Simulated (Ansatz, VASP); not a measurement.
One calculation of Sn, two programs

```xyz
2
Lattice="-2.8994 2.9008 1.5582 2.9008 -2.8994 1.5582 2.8986 2.8986 -1.5556" Properties=species:S:1:pos:R:3 pbc="T T T"
Sn    2.9007   -2.8993    1.5582
Sn    0.0000    2.8999    0.7803
```

Alike in both runs: task single point; functional LDA; k mesh 11 × 11 × 8; no spin polarisation.

```csv
,VASP,Ansatz
version,VASP 6.6.1,Ansatz 0.2.0
potentials or method,"VASP PAW LDA potentials, release 64 (Sn_d), cutoff 520 eV","plane waves (420 eV) with PAW, scalar-relativistic"
occupations,"methfessel-paxton of order 1, width 0.3 eV","cold, width 0.3 eV"
valence electrons in the cell,28,28
```

|  | VASP | Ansatz | Ansatz less VASP |
| --- | --- | --- | --- |
| pressure (GPa) | 0.0 | -0.1 | -0.04 |
| traceless stress, the component that is largest in VASP (GPa) | -0.04 | -0.10 | -0.056 |

Ansatz warns that its potentials were made for another functional, while VASP's fit it. LDA's correlation is that of Perdew and Zunger in VASP and of Perdew and Wang (1992) in Ansatz.
